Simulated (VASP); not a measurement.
# S (P6_3/mmc) in VASP: further runs, part 3 of 3

VASP 6.6.1. Earlier steps stand in the parts before.

## 5. Single point, PBE (volume scaled by 0.58)

File INCAR:

```
SYSTEM = S
PREC = Accurate
ENCUT = 520
EDIFF = 1E-6
ISMEAR = -1
SIGMA = 0.1
LREAL = .False.
LASPH = .True.
NELM = 80
ALGO = Normal
ISIF = 2
LWAVE = .False.
LCHARG = .False.
GGA = PE
NBANDS = 13
```

File KPOINTS:

```
regular mesh
0
Gamma
  15 15 8
  0 0 0
```

File POSCAR:

```
S
1.0
    2.6084521227      0.0000000000      0.0000000000
   -1.3042260613      2.2589858028      0.0000000000
    0.0000000000      0.0000000000      3.3560669660
S
2
Direct
    0.3333333333      0.6666666667      0.2500000000
    0.6666666667      0.3333333333      0.7500000000
```

Potentials or basis: VASP PAW PBE potentials, release 64 (S).

The run is started by

```
$ cat potpaw_PBE.64/S/POTCAR > POTCAR
$ mpirun -np 1 vasp_std > vasp.out
```

OUTCAR:

```text
SYSTEM = S
   PREC = Accurate
   ENCUT = 520
   EDIFF = 1E-6
   ISMEAR = -1
   LREAL = .False.
   LASPH = .True.
   NELM = 80
   ISIF = 2
   GGA = PE

 ion  position               nearest neighbor table
   1  0.333  0.667  0.250-   2 2.25   2 2.25   2 2.25   2 2.25   2 2.25   2 2.25
   2  0.667  0.333  0.750-   1 2.25   1 2.25   1 2.25   1 2.25   1 2.25   1 2.25

  LATTYP: Found a hexagonal cell.
 ALAT       =     2.6084521227
 C/A-ratio  =     1.2866124461

  Lattice vectors:

 A1 = (   2.6084521227,   0.0000000000,   0.0000000000)
 A2 = (  -1.3042260613,   2.2589858028,   0.0000000000)
 A3 = (   0.0000000000,   0.0000000000,   3.3560669660)

Analysis of symmetry for initial positions (statically):
=====================================================================
 Subroutine PRICEL returns:
 Original cell was already a primitive cell.

 Routine SETGRP: Setting up the symmetry group for a
 hexagonal supercell.

 Subroutine GETGRP returns: Found 24 space group operations
 (whereof 12 operations were pure point group operations)
 out of a pool of 24 trial point group operations.

The static configuration has the point symmetry D_3d.
 The point group associated with its full space group is D_6h.

Analysis of symmetry for dynamics (positions and initial velocities):
=====================================================================
 Subroutine PRICEL returns:
 Original cell was already a primitive cell.

 Routine SETGRP: Setting up the symmetry group for a
 hexagonal supercell.

 Subroutine GETGRP returns: Found 24 space group operations
 (whereof 12 operations were pure point group operations)
 out of a pool of 24 trial point group operations.

The dynamic configuration has the point symmetry D_3d.
 The point group associated with its full space group is D_6h.

 Subroutine INISYM returns: Found 24 space group operations
 (whereof 12 operations are pure point group operations),
 and found     1 'primitive' translations

----------------------------------------------------------------------------------------

[... 123 lines left out ...]
 non-spin polarized calculation
  energy-cutoff  :      520.00
  volume of cell :       19.78
 maximum number of plane-waves:       549
 NGX is ok and might be reduce to    20
   NGX =  9   NGY =  9   NGZ = 13

 number of electron      12.0000000 magnetization

 Free energy of the ion-electron system (eV)
  ---------------------------------------------------
  ext. energy  EPLUGINS =         0.00000000
  ---------------------------------------------------
  free energy    TOTEN  =        -3.59170064 eV

  energy without entropy =       -3.57093233  energy(sigma->0) =       -3.58131649

 E-fermi :  16.1513     XC(G=0): -13.4564

 val. band max:       16.1431568997   @ k =   0.4000   0.0000   0.1250
 cond. band min:      16.1681555194   @ k =   0.2667   0.2000   0.1250
 fundamental gap:      0.0249986197
 Fermi energy:        16.1512575598

 k-point     1 :       0.0000    0.0000    0.0000
  band No.  band energies     occupation
      1      -7.1583      2.00000
      2       4.6646      2.00000
      3       5.2934      2.00000
      4      15.3776      1.99913
      5      15.3776      1.99913
      6      19.1920      0.00000
      7      19.1920      0.00000
      8      21.9367      0.00000
      9      24.8709      0.00000
     10      27.8729      0.00000
     11      27.8729      0.00000
     12      28.0126      0.00000
     13      28.9317      0.00000
[... 354 lines left out ...]
  band No.  band energies     occupation
      1      -0.7963      2.00000
      2       1.0993      2.00000
      3       6.5097      2.00000
      4      10.2533      2.00000
      5      12.2682      2.00000
      6      12.5961      2.00000
      7      13.2308      2.00000
      8      17.3923      0.00001
      9      20.1524      0.00000
     10      22.7530      0.00000
     11      30.9683      0.00000
     12      31.7588      0.00000
     13      33.6402      0.00000

 [... further k-points ...]

------------------------ aborting loop because EDIFF is reached ----------------------------------------

  FORCE on cell =-STRESS in cart. coord.  units (eV):
  Direction    XX          YY          ZZ          XY          YZ          ZX
  --------------------------------------------------------------------------------------
  -------------------------------------------------------------------------------------
  Total       12.6304821     12.6304821     12.5948074      0.0000000      0.0000000      0.0000000
  in kB     1023.3012868   1023.3012868   1020.4109790      0.0000000      0.0000000      0.0000000
  external PRESSURE =    1022.3378508 kB  Pullay stress =       0.0000000 kB

 VOLUME and BASIS-vectors are now :
 -----------------------------------------------------------------------------
  energy-cutoff  :      520.00
  volume of cell :       19.78
      direct lattice vectors                 reciprocal lattice vectors
     2.608452123  0.000000000  0.000000000     0.383369122  0.221338266  0.000000000
    -1.304226061  2.258985803  0.000000000     0.000000000  0.442676532  0.000000000
     0.000000000  0.000000000  3.356066966     0.000000000  0.000000000  0.297967833

 POSITION                                       TOTAL-FORCE (eV/Angst)
 -----------------------------------------------------------------------------------
     -0.00000      1.50599      0.83902         0.000000     -0.000000      0.000000
      1.30423      0.75300      2.51705        -0.000000      0.000000      0.000000
 -----------------------------------------------------------------------------------
    total drift:                               -0.000000      0.000000      0.000000

  FREE ENERGIE OF THE ION-ELECTRON SYSTEM (eV)
  ---------------------------------------------------
  free  energy   TOTEN  =        -3.5917006426 eV

  energy  without entropy=       -3.5709323335  energy(sigma->0) =       -3.58131649
```

Run time: 9.6 s. Hardware: 1 thread of Intel Xeon 6975P-C (Granite Rapids), shared host; peak memory 0.14 GiB.

Results:

```
Free energy            : -3.5917 eV
Pressure               : 102.2 GPa
Band gap on the k mesh : zero (band 6 reaches 19.19 eV, above the bottom of band 7 at 12.68 eV)
```

Levels at points of the mesh, in eV from the Fermi level:
| k point | band 2 | band 3 | band 4 | band 5 | band 6 | band 7 | band 8 | band 9 | band 10 | band 11 |
| --- | --- | --- | --- | --- | --- | --- | --- | --- | --- | --- |
| (0.00, 0.00, 0.00) | -11.49 | -10.86 | -0.77 | -0.77 | 3.04 | 3.04 | 5.79 | 8.72 | 11.72 | 11.72 |
| (0.00, 0.00, 0.50) | -20.21 | 1.47 | 1.47 | 1.47 | 1.47 | 1.98 | 1.98 | 8.66 | 8.66 | 8.66 |

## 6. Single point, PBE (volume scaled by 0.68)

File INCAR:

```
SYSTEM = S
PREC = Accurate ; ENCUT = 520
EDIFF = 1E-6 ; ISMEAR = -1
SIGMA = 0.1 ; LREAL = .FALSE.
LASPH = .TRUE. ; NELM = 100
ALGO = Normal ; ISIF = 2
LWAVE = .FALSE. ; LCHARG = .FALSE.
GGA = PE ; NBANDS = 13
```

File KPOINTS:

```
regular mesh
0
G
  15 15 8
  0 0 0
```

File POSCAR:

```
S
1.0
    2.8223470903      0.0000000000      0.0000000000
   -1.4111735451      2.4442242785      0.0000000000
    0.0000000000      0.0000000000      3.3609065177
S
2
Direct
    0.3333333333      0.6666666667      0.2500000000
    0.6666666667      0.3333333333      0.7500000000
```

Potentials or basis: VASP PAW PBE potentials, release 64 (S).

The run is started by

```
$ cat potpaw_PBE.64/S/POTCAR > POTCAR
$ mpirun -np 1 vasp_std > vasp.out
```

Wall time 9.8 s (1 thread of Intel Xeon 6975P-C (Granite Rapids), shared host); peak memory 0.15 GiB.

It converged, with:

```yaml
Free_energy: -5.2276 eV
Pressure: 54.6 GPa
Band_gap_on_the_k_mesh: zero (band 6 reaches 14.98 eV, above the bottom of band 7 at 10.94 eV)
```

Stress tensor (GPa, compression positive):
```
54.71  0.00  0.00
 0.00 54.71  0.00
 0.00  0.00 54.52
```

Levels at points of the mesh, in eV from the Fermi level:
```csv
k point,band 4,band 5,band 6,band 7,band 8,band 9
"(0.00, 0.00, 0.00)",-2.08,-2.08,1.81,1.81,4.02,6.67
"(0.00, 0.00, 0.50)",0.12,0.12,0.12,1.55,1.55,8.10
```

## 7. Summary

| cell | gap on the mesh (eV) | pressure (GPa) |
| --- | --- | --- |
| a = 2.324, b = 2.324, c = 3.135 Å, angles 90.0, 90.0, 120.0°, 2 atoms | none | 279.8 |
| a = 2.458, b = 2.458, c = 3.259 Å, angles 90.0, 90.0, 120.0°, 2 atoms | none | 174.0 |
| a = 2.608, b = 2.608, c = 3.356 Å, angles 90.0, 90.0, 120.0°, 2 atoms | none | 102.2 |
| a = 2.822, b = 2.822, c = 3.361 Å, angles 90.0, 90.0, 120.0°, 2 atoms | none | 54.6 |

Alike in all rows: task single point; level PBE; potentials or basis VASP PAW PBE potentials, release 64 (S); no spin polarisation; k mesh 15 × 15 × 8; cutoff (eV) 520; smearing fermi-dirac 0.1 eV.

Absolute energies hang on the potentials; compare differences alone.
